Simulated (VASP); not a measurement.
# InSe: single point with PBE+D3(BJ)

System: InSe, a slab with vacuum.

```xyz
4
Lattice="3.8250 0.0000 0.0000 -1.9125 3.3125 0.0000 0.0000 0.0000 36.7212" Properties=species:S:1:pos:R:3 pbc="T T T"
Se    0.0000    0.0000   15.6671
Se    0.0000    0.0000   21.0531
In    1.9125    1.1042   16.9627
In    1.9125    1.1042   19.7575
```

* Program: VASP 6.6.1
* Task: single point
* Functional: PBE
* Dispersion: D3(BJ)
* Potentials or basis: VASP PAW PBE potentials, release 64 (Se, In_d)
* Cutoff: 520 eV
* k mesh: 9 × 9 × 1
* Occupations: gaussian, width 0.02 eV
* Spin: no spin polarisation

The largest force is 0.970 eV/Å and the band gap on the k mesh is 2.26 eV (least direct gap 2.30 eV). The dispersion energy per atom is -0.247 eV.

Forces in eV/Å, atoms in the order of the input:
```
Se   0.000  0.000 -0.932
Se   0.000  0.000  0.932
In   0.000  0.000  0.970
In   0.000  0.000 -0.970
```

Levels at points of the mesh, in eV from the valence-band top:
```csv
k point,band 17,band 18,band 19,band 20,band 21,band 22
"(0.00, 0.00, 0.00)",-0.11,-0.04,-0.04,2.26,3.54,5.61
```

Run time: 4 min on 1 thread of Intel(R) Xeon(R) Platinum 8488C (Sapphire Rapids) (shared host), peak memory 0.53 GiB.

Caveat: spin-orbit coupling is left out, which moves the levels of the heavy elements.
